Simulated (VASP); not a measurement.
# Sb2Se3 (R-3m) in VASP: single point with PBE

Aim: the single point of Sb2Se3 with PBE.

Program: VASP 6.6.1. These are calculated values, not measurements. Logs are shortened: lines on timing, memory, paths and dates and some standing lists are left out, and cuts for length are marked.

## 1. The cell of the first run

Symmetry: R-3m, No. 166, trigonal system. Conventional cell: a = 4.073 Å, b = 4.073 Å, c = 31.009 Å, α = 90.00°, β = 90.00°, γ = 120.00°. Sb (site symmetry 3m) has 6 Se at 2.82 to 3.02 Å within 3.7 Å. Se (site symmetry 3m) has 3 Sb at 2.82 Å within 3.7 Å. Within 4.2 Å of Se (site symmetry -3m) lie 6 Sb at 3.02 Å and 12 Se at 4.07 to 4.17 Å.

## 2. Single point, PBE

Contents of INCAR:

```
ALGO = Normal ; EDIFF = 1E-6
ENCUT = 500 ; GGA = PE
GGA_COMPAT = False ; ISIF = 2
ISMEAR = 0 ; LASPH = True
LCHARG = False ; LREAL = False
LWAVE = False ; NBANDS = 22
NELM = 120 ; PREC = Accurate
SIGMA = 0.01
```

Contents of KPOINTS:

```
k-points
0
Gamma
  12 12 12
```

Contents of POSCAR:

```
Sb2Se3
1.0
    2.0362517829      1.1756305150     10.3364226022
   -2.0362517829      1.1756305150     10.3364226022
    0.0000000000     -2.3512610300     10.3364226022
Sb Se
2 3
Direct
    0.3944462987      0.3944462987      0.3944462987
    0.6055537013      0.6055537013      0.6055537013
    0.7777856554      0.7777856554      0.7777856554
    0.2222143446      0.2222143446      0.2222143446
    0.0000000000      0.0000000000      0.0000000000
```

Potentials or basis: VASP PAW PBE potentials, release 64 (Sb, Se).

On the command line:

```bash
> cat potpaw_PBE.64/Sb/POTCAR potpaw_PBE.64/Se/POTCAR > POTCAR
> mpirun -np 1 vasp_std > vasp.out
```

OUTCAR:

```text
EDIFF = 1E-6
   ENCUT = 500
   GGA = PE
   ISIF = 2
   ISMEAR = 0
   LASPH = True
   LREAL = False
   NELM = 120
   PREC = Accurate

 ion  position               nearest neighbor table
   1  0.394  0.394  0.394-   3 2.82   3 2.82   3 2.82   5 3.02   5 3.02   5 3.02
   2  0.606  0.606  0.606-   4 2.82   4 2.82   4 2.82   5 3.02   5 3.02   5 3.02
   3  0.778  0.778  0.778-   1 2.82   1 2.82   1 2.82
   4  0.222  0.222  0.222-   2 2.82   2 2.82   2 2.82
   5  0.000  0.000  0.000-   2 3.02   2 3.02   1 3.02   1 3.02   2 3.02   1 3.02

  LATTYP: Found a trigonal (rhomboedric) cell.
 ALAT       =    10.6004745480
 COS(alpha) =     0.9262023835

  Lattice vectors:

 A1 = (   2.0362517829,   1.1756305150,  10.3364226022)
 A2 = (  -2.0362517829,   1.1756305150,  10.3364226022)
 A3 = (   0.0000000000,  -2.3512610300,  10.3364226022)

Analysis of symmetry for initial positions (statically):
=====================================================================
 Subroutine PRICEL returns:
 Original cell was already a primitive cell.

 Routine SETGRP: Setting up the symmetry group for a
 trigonal (rhombohedral) supercell.

 Subroutine GETGRP returns: Found 12 space group operations
 (whereof 12 operations were pure point group operations)
 out of a pool of 12 trial point group operations.

The static configuration has the point symmetry D_3d.

Analysis of symmetry for dynamics (positions and initial velocities):
=====================================================================
 Subroutine PRICEL returns:
 Original cell was already a primitive cell.

 Routine SETGRP: Setting up the symmetry group for a
 trigonal (rhombohedral) supercell.

 Subroutine GETGRP returns: Found 12 space group operations
 (whereof 12 operations were pure point group operations)
 out of a pool of 12 trial point group operations.

The dynamic configuration has the point symmetry D_3d.

 Subroutine INISYM returns: Found 12 space group operations
 (whereof 12 operations are pure point group operations),
 and found     1 'primitive' translations

----------------------------------------------------------------------------------------

                                     Primitive cell

  volume of cell :     148.4649

  direct lattice vectors                    reciprocal lattice vectors
     2.036251783  1.175630515 10.336422602     0.245549202  0.141767898  0.032248423
    -2.036251783  1.175630515 10.336422602    -0.245549202  0.141767898  0.032248423
     0.000000000 -2.351261030 10.336422602     0.000000000 -0.283535796  0.032248423

  length of vectors
    10.600474548 10.600474548 10.600474548     0.285363817  0.285363817  0.285363817

  position of ions in fractional coordinates (direct lattice)
     0.394446299  0.394446299  0.394446299
     0.605553701  0.605553701  0.605553701
     0.777785655  0.777785655  0.777785655
     0.222214345  0.222214345  0.222214345
     0.000000000  0.000000000  0.000000000

  ion indices of the primitive-cell ions
   primitive index   ion index
                 1           1
                 2           2
                 3           3
                 4           4
                 5           5

----------------------------------------------------------------------------------------

 KPOINTS: k-points

Automatic generation of k-mesh.
 Grid dimensions read from file:
 generate k-points for:   12   12   12

 Generating k-lattice:

  Cartesian coordinates                     Fractional coordinates (reciprocal lattice)
     0.020462433  0.011813991  0.002687369     0.083333333  0.000000000  0.000000000
    -0.020462433  0.011813991  0.002687369     0.000000000  0.083333333  0.000000000
     0.000000000 -0.023627983  0.002687369     0.000000000  0.000000000  0.083333333

  Length of vectors
     0.023780318  0.023780318  0.023780318

  Shift w.r.t. Gamma in fractional coordinates (k-lattice)
     0.000000000  0.000000000  0.000000000

 Subroutine IBZKPT returns following result:
 ===========================================

 Found    189 irreducible k-points:

 Following reciprocal coordinates:
            Coordinates               Weight
  0.000000  0.000000  0.000000      1.000000
  0.083333  0.000000  0.000000      6.000000
  0.166667  0.000000  0.000000      6.000000
  0.250000  0.000000  0.000000      6.000000
  0.333333  0.000000  0.000000      6.000000
  0.416667  0.000000  0.000000      6.000000
[... 16 lines left out ...]
  0.500000  0.166667  0.000000     12.000000
 -0.416667  0.166667 -0.000000     12.000000
 [... further k-points ...]
   k-points           NKPTS =    189   k-points in BZ     NKDIM =    189   number of bands    NBANDS=     22
   number of dos      NEDOS =    301   number of ions     NIONS =      5
   total plane-waves  NPLWV = 512000
   dimension x,y,z NGX =    80 NGY =   80 NGZ =   80
   dimension x,y,z NGXF=   160 NGYF=  160 NGZF=  160
   ions per type =               2   3
   NGX,Y,Z   is equivalent  to a cutoff of  12.55, 12.55, 12.55 a.u.
   NGXF,Y,Z  is equivalent  to a cutoff of  25.09, 25.09, 25.09 a.u.
 SYSTEM =  unknown system
   PREC   = accura    normal or accurate (medium, high low for compatibility)
   ISTART =      0    job   : 0-new  1-cont  2-samecut
   ICHARG =      2    charge: 1-file 2-atom 10-const
   ISPIN  =      1    spin polarized calculation?
   LNONCOLLINEAR =      F non collinear calculations
   LSORBIT =      F    spin-orbit coupling
   LASPH  =      T    aspherical Exc in radial PAW
   ENCUT  =  500.0 eV  36.75 Ry    6.06 a.u.  19.33 19.33 19.33*2*pi/ulx,y,z
   NELM   =    120;   NELMIN=  2; NELMDL= -5     # of ELM steps
   EDIFF  = 0.1E-05   stopping-criterion for ELM
   LREAL  =      F    real-space projection
   EDIFFG = 0.1E-04   stopping-criterion for IOM
   NSW    =      0    number of steps for IOM
   IBRION =     -1    ionic relax: 0-MD 1-quasi-New 2-CG
   NFREE  =      0    steps in history (QN), initial steepest desc. (CG)
   ISIF   =      2    stress and relaxation
   ISYM   =      2    0-nonsym 1-usesym 2-fastsym
   POTIM  = 0.5000    time-step for ionic-motion
   TEBEG  =    0.0;   TEEND  =   0.0 temperature during run
   PSTRESS=    0.0 pullay stress
   NELECT =      28.0000    total number of electrons
   NUPDOWN=      -1.0000    fix difference up-down
   EMIN   =  10.00;   EMAX   =-10.00  energy-range for DOS
   EFERMI =   0.00;   METHOD = LEGACY
   ISMEAR =     0;   SIGMA  =   0.01  broadening in eV -4-tet -1-fermi 0-gaus
   EFERMI_NEDOS =   21; number of points for ismear=-14 and -15
   IALGO  =     38    algorithm
   IMIX   =      4    mixing-type and parameters
     AMIX     =   0.40;   BMIX     =  1.00
     AMIX_MAG =   1.60;   BMIX_MAG =  1.00
  volume/ion in A,a.u.               =      29.69       200.38
  Fermi-wavevector in a.u.,A,eV,Ry     =   0.938828  1.774128 11.992159  0.881399
  Thomas-Fermi vector in A             =   2.066079
   LORBIT       =      0    0 simple, 1 ext, 2 COOP (PROOUT), +10 PAW based schemes
   GGA     = PE    functional components
   LHFCALC =     F    Hartree Fock is set to
   AEXX    =    0.0000 exact exchange contribution
   IVDW    =     0    specifies the selected vdW correction
   LEPSILON=     F    determine dielectric tensor
   LRPA    =     F    only Hartree local field effects (RPA)
 non-spin polarized calculation
 Gauss-broadening in eV      SIGMA  =   0.01
  energy-cutoff  :      500.00
  volume of cell :      148.46
 maximum number of plane-waves:      3808
 NGX is ok and might be reduce to    80
   NGX = 39   NGY = 39   NGZ = 39

 number of electron      28.0000000 magnetization

 Free energy of the ion-electron system (eV)
  ---------------------------------------------------
  ext. energy  EPLUGINS =         0.00000000
  ---------------------------------------------------
  free energy    TOTEN  =       -20.10482468 eV

  energy without entropy =      -20.10482468  energy(sigma->0) =      -20.10482468

 E-fermi :   3.9503     XC(G=0):  -8.8717

 val. band max:        3.9053933111   @ k =   0.5000   0.2500   0.2500
 cond. band min:       4.2483174226   @ k =   0.0000   0.0000   0.0000
 fundamental gap:      0.3429241116
 Fermi energy:         3.9502755124

 k-point     1 :       0.0000    0.0000    0.0000
  band No.  band energies     occupation
      1     -10.0431      2.00000
      2      -9.5039      2.00000
      3      -8.7706      2.00000
      4      -4.6195      2.00000
      5      -3.3628      2.00000
      6       1.9001      2.00000
[... 14 lines left out ...]
     21       9.5969      0.00000
     22      10.6315      0.00000

 k-point     2 :       0.0833    0.0000    0.0000
  band No.  band energies     occupation
      1      -9.9847      2.00000
      2      -9.4540      2.00000
      3      -8.7397      2.00000
      4      -4.6227      2.00000
      5      -3.4454      2.00000
      6       1.3961      2.00000
[... 14 lines left out ...]
     21       9.6410      0.00000
     22      10.1848      0.00000

 k-point     3 :       0.1667    0.0000    0.0000
  band No.  band energies     occupation
      1      -9.8138      2.00000
      2      -9.3105      2.00000
      3      -8.6543      2.00000
      4      -4.6506      2.00000
      5      -3.6941      2.00000
      6       0.5575      2.00000
[... 14 lines left out ...]
     21       9.1475      0.00000
     22      10.0933      0.00000
[... 476 lines left out ...]
 k-point    23 :       0.5000    0.1667    0.0000
  band No.  band energies     occupation
      1      -8.7492      2.00000
      2      -8.5697      2.00000
      3      -8.3615      2.00000
      4      -5.2387      2.00000
      5      -4.9599      2.00000
      6      -1.0933      2.00000
[... 14 lines left out ...]
     21       8.7143      0.00000
     22      10.0227      0.00000

 k-point    24 :      -0.4167    0.1667   -0.0000
  band No.  band energies     occupation
      1      -8.5627      2.00000
      2      -8.4846      2.00000
      3      -8.4180      2.00000
      4      -5.3705      2.00000
      5      -5.0389      2.00000
      6      -1.2406      2.00000
[... 14 lines left out ...]
     21       8.6298      0.00000
     22      10.0177      0.00000

 [... further k-points ...]

------------------------ aborting loop because EDIFF is reached ----------------------------------------

  FORCE on cell =-STRESS in cart. coord.  units (eV):
  Direction    XX          YY          ZZ          XY          YZ          ZX
  --------------------------------------------------------------------------------------
  -------------------------------------------------------------------------------------
  Total       -0.0393955     -0.0393955     -0.0317017     -0.0000000      0.0000000      0.0000000
  in kB       -0.4251410     -0.4251410     -0.3421130     -0.0000000      0.0000000      0.0000000
  external PRESSURE =      -0.3974650 kB  Pullay stress =       0.0000000 kB

 VOLUME and BASIS-vectors are now :
 -----------------------------------------------------------------------------
  energy-cutoff  :      500.00
  volume of cell :      148.46
      direct lattice vectors                 reciprocal lattice vectors
     2.036251783  1.175630515 10.336422602     0.245549202  0.141767898  0.032248423
    -2.036251783  1.175630515 10.336422602    -0.245549202  0.141767898  0.032248423
     0.000000000 -2.351261030 10.336422602     0.000000000 -0.283535796  0.032248423

 POSITION                                       TOTAL-FORCE (eV/Angst)
 -----------------------------------------------------------------------------------
      0.00000      0.00000     12.23149         0.000000      0.000000     -0.024062
      0.00000      0.00000     18.77778         0.000000     -0.000000      0.024062
      0.00000      0.00000     24.11856         0.000000     -0.000000      0.008861
      0.00000      0.00000      6.89070         0.000000      0.000000     -0.008861
      0.00000      0.00000      0.00000         0.000000      0.000000      0.000000
 -----------------------------------------------------------------------------------
    total drift:                                0.000000     -0.000000      0.000000

  FREE ENERGIE OF THE ION-ELECTRON SYSTEM (eV)
  ---------------------------------------------------
  free  energy   TOTEN  =       -20.1048246850 eV

  energy  without entropy=      -20.1048246850  energy(sigma->0) =      -20.10482468
```

Wall time 44 min (1 thread of Intel Xeon Platinum 8259CL at 2.50GHz (Skylake/Cascade Lake), shared host); peak memory 1.2 GiB.

Results:

```
Free energy            : -20.1048 eV
Pressure               : 0.0 GPa
Largest force          : 0.024 eV/Å
Band gap on the k mesh : 0.34 eV (least direct gap 0.38 eV)
```

Forces on the atoms (eV/Å):
```
Sb   0.000  0.000 -0.024
Sb   0.000  0.000  0.024
Se   0.000  0.000  0.009
Se   0.000  0.000 -0.009
Se   0.000  0.000  0.000
```

Caveat: semilocal functionals underestimate gaps, and a narrow one can read as zero; spin-orbit coupling is left out, which moves the levels of the heavy elements. A k mesh can miss the band edges.
